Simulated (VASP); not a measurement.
# H3C2N in VASP: a series of runs, part 2 of 2

VASP 6.6.1. The steps go on from the part before.

**4. Single point, PBE**

Contents of INCAR:

```
PREC = Accurate
ENCUT = 1000
EDIFF = 1E-6
ISMEAR = -1
SIGMA = 0.02
LREAL = Auto
LASPH = T
NELM = 120
ALGO = Normal
ISIF = 2
LWAVE = F
LCHARG = F
GGA = PE
NBANDS = 72
GGA_COMPAT = F
```

Contents of KPOINTS:

```
regular mesh
0
Gamma
  1 1 1
```

Contents of POSCAR:

```
H3C2N
1.0
    8.0517480000      0.0000000000      0.0000000000
    0.0000000000      8.0517480000      0.0000000000
    0.0000000000      0.0000000000      8.0517480000
C N H
12 6 18
Direct
    0.2072220839      0.5256746734      0.7516256097
    0.3570280640      0.4238582728      0.7413048695
    0.1866799607      0.8032914095      0.3572516179
    0.1603626939      0.9193283247      0.4886640764
    0.7522962716      0.2537088841      0.4233490666
    0.9113921598      0.3282641235      0.3987457134
    0.7989942060      1.0018073094      0.7892820292
    0.8890616050      0.9022761269      0.9101750328
    0.1528860565      0.1730555899      0.0648430626
    0.2985562886      0.2403080673      0.1477815749
    0.6726986488      0.5466142259      0.0284410292
    0.6796039816      0.6595834842      0.1773527935
    0.4630671501      0.3298786798      0.7384731862
    0.1319589237      1.0154813588      0.5920701940
    1.0340735950      0.3980750515      0.3804267098
    0.9777504214      0.8198964995      0.9902694421
    0.4293726033      0.2669855043      0.2046760530
    0.6592481533      0.7379391407      0.2930046991
    0.2362344177      0.6529886430      0.7178317056
    0.1080510716      0.4706307252      0.6630734096
    0.1625485547      0.5234639733      0.8841185790
    0.1099512801      0.8313350095      0.2443817169
    0.3164902826      0.8044340186      0.3199926277
    0.1478933519      0.6765611641      0.3917782822
    0.6903718298      0.2917751524      0.5424287993
    0.6594220286      0.2924954929      0.3295806078
    0.7573262352      0.1203216991      0.4102090627
    0.6707115026      0.9575684684      0.7751360326
    0.7914182113      1.1339649477      0.8244172570
    0.8510077563      0.9918343197      0.6695564739
    0.1971497369      0.1346788300     -0.0576272382
    0.1164591838      0.0598627776      0.1428385488
    0.0541000538      0.2770578513      0.0797839177
    0.7820165261      0.5772411158     -0.0455553254
    0.6376503587      0.4167418056      0.0610550653
    0.5604745702      0.5764710967     -0.0471450423
```

Run with:

```bash
cat potpaw_PBE.64/C_h/POTCAR potpaw_PBE.64/N_h/POTCAR potpaw_PBE.64/H_h/POTCAR > POTCAR
mpirun -np 1 vasp_gam > vasp.out
```

Run time: 86 s. Hardware: 1 thread of AMD EPYC 9R45 (Zen 5), shared host; peak memory 1 GiB.

The run converged. Its results:

| Quantity | Value |
| --- | --- |
| Free energy | -220.8157 eV |
| Pressure | 0.6 GPa |
| Largest force | 4.635 eV/Å |
| Band gap on the k mesh | 6.17 eV |

Forces on the atoms (eV/Å):
```
C   -0.736 -1.025 -0.022
C   -2.493  1.375  0.032
C   -0.473 -0.478 -0.956
C   -0.310  0.162 -0.029
C   -1.224  0.422  0.270
C   -1.688 -0.455  0.386
C   -1.285  0.123  1.432
C    0.730 -0.174 -0.435
C   -0.580  0.734  1.981
C    1.270 -0.541  0.234
C   -0.960  1.073  0.748
C   -0.607 -3.042 -3.444
N    2.151 -1.497 -0.105
N    0.109  0.204  0.364
N    1.810  0.966 -0.294
N   -0.617  0.366 -0.231
N   -0.879  0.236 -0.309
N   -0.103  1.929  2.601
H   -0.131  0.345 -0.103
H    1.140  0.698  0.996
H    0.132  0.108 -0.844
H    0.278  0.033  0.582
H    0.396 -0.138 -0.054
H    0.190  0.046  0.102
H    0.610 -0.339 -0.398
H    0.364  0.096 -0.025
H    0.092 -0.645  0.221
H   -0.117 -0.008  0.279
H    0.098 -0.221  0.060
H    1.005 -0.128 -1.162
H   -0.644  0.117 -0.358
H    0.047  1.132 -0.987
H    0.812 -1.546 -0.780
H    0.153 -0.754 -0.157
H    0.979  0.372  0.126
H    0.480  0.458  0.281
```

Stress tensor (GPa, compression positive):
```
 0.80 -0.13 -0.80
-0.13  0.40  0.12
-0.80  0.12  0.53
```

Levels at points of the mesh, in eV from the valence-band top:
```
           k point  band 46  band 47  band 48  band 49  band 50  band 51
(0.00, 0.00, 0.00)    -0.24    -0.18     0.00     6.17     6.59     6.72
```

Caveat: the k points lie up to 0.78 Å⁻¹ apart; the atoms stand as in a frame of molecular dynamics.

**5. Single point, PBE**

Contents of INCAR:

```
PREC = Accurate ; ENCUT = 1000
EDIFF = 1E-6 ; ISMEAR = -1
SIGMA = 0.02 ; LREAL = Auto
LASPH = True ; NELM = 120
ALGO = Normal ; ISIF = 2
LWAVE = False ; LCHARG = False
GGA = PE ; NBANDS = 72
GGA_COMPAT = False
```

KPOINTS is that of step 4.

Contents of POSCAR:

```
H3C2N
1.0
    8.0517480000      0.0000000000      0.0000000000
    0.0000000000      8.0517480000      0.0000000000
    0.0000000000      0.0000000000      8.0517480000
C N H
12 6 18
Direct
    0.2700904201      0.6015091381      0.7433665336
    0.3932438025      0.4685442217      0.7212595327
    0.1891514737      0.8124322818      0.3175707933
    0.1331884704      0.8987116835      0.4647313850
    0.7931197052      0.3565312774      0.5060888642
    0.9444408841      0.4065825210      0.4185550765
    0.7078462962      0.9562147251      0.7782409484
    0.8386501912      0.9198872096      0.9024500022
    0.2090601941      0.1704474606      0.0449840209
    0.3759928900      0.1464029922      0.1091315824
    0.6524421778      0.5189432158      0.1087341531
    0.6057194040      0.6395878261      0.2312292933
    0.4855343212      0.3597852292      0.7507686530
    0.0744062035      0.9660759378      0.5763965787
    1.0742636257      0.4344149867      0.3515509924
    0.9314002376      0.8549696290      0.9952000485
    0.5132674296      0.1332505687      0.1471730114
    0.5749434781      0.7111126677      0.3532897453
    0.3357780199      0.7145529145      0.7598101679
    0.2117304218      0.5884188129      0.6243861581
    0.1813146661      0.5755768809      0.8529700631
    0.1178005074      0.8600120123      0.2177291192
    0.3216071839      0.8306891870      0.2984569313
    0.1577794039      0.6771324686      0.3161922107
    0.6992270498      0.4592046348      0.5354613681
    0.7228740890      0.2532245172      0.4448475039
    0.8241067654      0.3191853496      0.6315647236
    0.7223773024      1.0815415485      0.7304004050
    0.7067533659      0.8616762472      0.6760767972
    0.5798865041      0.9639645950      0.8387992272
    0.1590462096      0.0588319456     -0.0038749350
    0.1306921180      0.2388798060      0.1325178086
    0.2278138859      0.2448288247     -0.0589188832
    0.7785390203      0.5455585545      0.0565591472
    0.6436366364      0.4008446365      0.1800975391
    0.5670569918      0.5277363375      0.0000248393
```

Potentials or basis: VASP PAW PBE potentials, release 64 (C_h, N_h, H_h).

Run with:

```bash
cat potpaw_PBE.64/C_h/POTCAR potpaw_PBE.64/N_h/POTCAR potpaw_PBE.64/H_h/POTCAR > POTCAR
mpirun -np 1 vasp_gam > vasp.out
```

OUTCAR:

```text
PREC = Accurate
   ENCUT = 1000
   EDIFF = 1E-6
   ISMEAR = -1
   LREAL = Auto
   LASPH = True
   NELM = 120
   ISIF = 2
   GGA = PE

 ion  position               nearest neighbor table
   1  0.270  0.602  0.743-  19 1.06  20 1.07  21 1.15   2 1.47
   2  0.393  0.469  0.721-  13 1.17   1 1.47
   3  0.189  0.812  0.318-  22 1.06  23 1.09  24 1.12   4 1.45
   4  0.133  0.899  0.465-  14 1.15   3 1.45
   5  0.793  0.357  0.506-  27 1.08  26 1.12  25 1.14   6 1.46
   6  0.944  0.407  0.419-  15 1.20   5 1.46
   7  0.708  0.956  0.778-  28 1.09  29 1.12  30 1.14   8 1.48
   8  0.839  0.920  0.902-  16 1.18   7 1.48
   9  0.209  0.170  0.045-  33 1.04  31 1.06  32 1.09  10 1.45
  10  0.376  0.146  0.109-  17 1.15   9 1.45
  11  0.652  0.519  0.109-  35 1.11  36 1.12  34 1.12  12 1.43
  12  0.606  0.640  0.231-  18 1.17  11 1.43
  13  0.486  0.360  0.751-   2 1.17
  14  0.074  0.966  0.576-   4 1.15
  15  0.074  0.434  0.352-   6 1.20
  16  0.931  0.855  0.995-   8 1.18
  17  0.513  0.133  0.147-  10 1.15
[... 17 lines left out ...]
  35  0.644  0.401  0.180-  11 1.11
  36  0.567  0.528  0.000-  11 1.12

  LATTYP: Found a simple cubic cell.
 ALAT       =     8.0517480000

  Lattice vectors:

 A1 = (   8.0517480000,   0.0000000000,   0.0000000000)
 A2 = (   0.0000000000,   8.0517480000,   0.0000000000)
 A3 = (   0.0000000000,   0.0000000000,   8.0517480000)

Analysis of symmetry for initial positions (statically):
=====================================================================
 Subroutine PRICEL returns:
 Original cell was already a primitive cell.

 Routine SETGRP: Setting up the symmetry group for a
 simple cubic supercell.

 Subroutine GETGRP returns: Found  1 space group operations
 (whereof  1 operations were pure point group operations)
 out of a pool of 48 trial point group operations.
[... 178 lines left out ...]
     AMIX     =   0.40;   BMIX     =  1.00
     AMIX_MAG =   1.60;   BMIX_MAG =  1.00
  volume/ion in A,a.u.               =      14.50        97.85
  Fermi-wavevector in a.u.,A,eV,Ry     =   0.930983  1.759303 11.792568  0.866729
  Thomas-Fermi vector in A             =   2.057429
   LORBIT       =      0    0 simple, 1 ext, 2 COOP (PROOUT), +10 PAW based schemes
   GGA     = PE    functional components
   LHFCALC =     F    Hartree Fock is set to
   AEXX    =    0.0000 exact exchange contribution
   IVDW    =     0    specifies the selected vdW correction
   LEPSILON=     F    determine dielectric tensor
   LRPA    =     F    only Hartree local field effects (RPA)
 non-spin polarized calculation
  energy-cutoff  :     1000.00
  volume of cell :      522.00
 maximum number of plane-waves:     18765
 NGX is ok and might be reduce to    84
   NGX = 41   NGY = 41   NGZ = 41

 number of electron      96.0000000 magnetization

 Free energy of the ion-electron system (eV)
  ---------------------------------------------------
  ext. energy  EPLUGINS =         0.00000000
  ---------------------------------------------------
  free energy    TOTEN  =      -220.58496383 eV

  energy without entropy =     -220.58496383  energy(sigma->0) =     -220.58496383

 E-fermi :  -3.7013     XC(G=0):  -6.2364

 val. band max:       -4.2052703094   @ k =   0.0000   0.0000   0.0000
 cond. band min:       1.4894799597   @ k =   0.0000   0.0000   0.0000
 fundamental gap:      5.6947502691
 Fermi energy:        -3.7013155447

 k-point     1 :       0.0000    0.0000    0.0000
  band No.  band energies     occupation
      1     -19.5750      2.00000
      2     -19.3236      2.00000
      3     -19.2750      2.00000
      4     -19.2238      2.00000
      5     -19.1619      2.00000
      6     -19.0034      2.00000
[... 52 lines left out ...]
     59       3.2673      0.00000
     60       3.4529      0.00000
 [bands above 60 left out]

------------------------ aborting loop because EDIFF is reached ----------------------------------------

  FORCE on cell =-STRESS in cart. coord.  units (eV):
  Direction    XX          YY          ZZ          XY          YZ          ZX
  --------------------------------------------------------------------------------------
  -------------------------------------------------------------------------------------
  Total       -4.6594570      3.0246425      0.4763702      0.1951914     -2.0218518      3.7881255
  in kB      -14.3012951      9.2835508      1.4621255      0.5991018     -6.2056799     11.6269130
  external PRESSURE =      -1.1852063 kB  Pullay stress =       0.0000000 kB

 VOLUME and BASIS-vectors are now :
 -----------------------------------------------------------------------------
  energy-cutoff  :     1000.00
  volume of cell :      522.00
      direct lattice vectors                 reciprocal lattice vectors
     8.051748000  0.000000000  0.000000000     0.124196634  0.000000000  0.000000000
     0.000000000  8.051748000  0.000000000     0.000000000  0.124196634  0.000000000
     0.000000000  0.000000000  8.051748000     0.000000000  0.000000000  0.124196634

 POSITION                                       TOTAL-FORCE (eV/Angst)
 -----------------------------------------------------------------------------------
      2.17470      4.84320      5.98540        -0.272363     -2.159051      0.424261
      3.16630      3.77260      5.80740         0.506163     -0.752096      2.355173
      1.52300      6.54150      2.55700         0.120979     -0.653615      0.716506
      1.07240      7.23620      3.74190         0.196691     -0.924042     -1.018729
      6.38600      2.87070      4.07490        -1.096066      0.789902      0.063016
      7.60440      3.27370      3.37010         2.252567      0.173281     -1.171808
[... 28 lines left out ...]
      5.18240      3.22750      1.45010         0.106888      0.023809     -0.982963
      4.56580      4.24920      0.00020         0.222333     -0.541702      0.546610
 -----------------------------------------------------------------------------------
    total drift:                                0.006644     -0.002803      0.000990

  FREE ENERGIE OF THE ION-ELECTRON SYSTEM (eV)
  ---------------------------------------------------
  free  energy   TOTEN  =      -220.5849638316 eV

  energy  without entropy=     -220.5849638316  energy(sigma->0) =     -220.58496383
```

stdout:

```text
POSCAR found type information on POSCAR C N H
 POSCAR found :  3 types and      36 ions
 scaLAPACK will be used
 LDA part: xc-table for (Slater+PW92), standard interpolation
 POSCAR, INCAR and KPOINTS ok, starting setup
 FFT: planning ... GRIDC
 FFT: planning ... GRID_SOFT
 FFT: planning ... GRID
 WAVECAR not read
 entering main loop
```

Run time: 4.4 min. Hardware: 1 thread of AMD EPYC 7R13 (Zen 3), shared host; peak memory 1 GiB.

What came out:

```
Free energy            : -220.5850 eV
Pressure               : -0.1 GPa
Largest force          : 3.544 eV/Å
Band gap on the k mesh : 5.69 eV
```

Forces on the atoms (eV/Å):
```
C   -0.272 -2.159  0.424
C    0.506 -0.752  2.355
C    0.121 -0.654  0.717
C    0.197 -0.924 -1.019
C   -1.096  0.790  0.063
C    2.253  0.173 -1.172
C   -0.695 -0.025  0.811
C   -0.098 -1.560  0.207
C    0.816  0.143  1.483
C   -1.189  0.043 -0.310
C    0.108  0.304 -0.745
C    0.252  0.351  1.098
N   -0.411  0.562 -0.935
N   -0.366  0.762  1.155
N   -3.135 -0.635  1.526
N   -0.889  1.093 -1.005
N    1.149 -0.173  0.531
N   -0.002  0.147 -0.359
H    0.237  1.230 -0.033
H   -1.203  0.936 -0.590
H    1.025  0.198 -1.291
H   -0.550  0.611 -1.190
H    0.215 -0.008 -0.050
H    0.294  0.540  0.448
H    1.035 -0.603 -0.885
H    0.572  0.490  0.118
H    0.425 -0.479  0.340
H    0.228  0.127 -0.390
H    0.165  0.583  0.527
H    1.167 -0.365 -0.239
H   -0.731 -1.151  0.016
H   -0.123 -0.312  0.128
H    0.129  1.476 -1.841
H   -0.460 -0.240  0.542
H    0.107  0.024 -0.983
H    0.222 -0.542  0.547
```

Stress tensor (GPa, compression positive):
```
-1.43  0.06  1.16
 0.06  0.93 -0.62
 1.16 -0.62  0.15
```

Caveat: the k points lie up to 0.78 Å⁻¹ apart.

**6. Overview**

| cell | gap on the mesh (eV) | pressure (GPa) | largest force (eV/Å) |
| --- | --- | --- | --- |
| as given, atomic positions A | 6.03 | 0.5 | 3.62 |
| as given, atomic positions B | 5.90 | -0.1 | 3.91 |
| as given, atomic positions C | 6.17 | 0.6 | 4.63 |
| as given, atomic positions D | 5.69 | -0.1 | 3.54 |

Alike in all rows: task single point; level PBE; potentials or basis VASP PAW PBE potentials, release 64 (C_h, N_h, H_h); no spin polarisation; k mesh 1 × 1 × 1; cutoff (eV) 1000; smearing fermi-dirac 0.02 eV.

Caveats: all runs use coarse meshes; the atoms stand as in a frame of molecular dynamics (at least some runs).

Absolute energies hang on the potentials; compare differences alone.
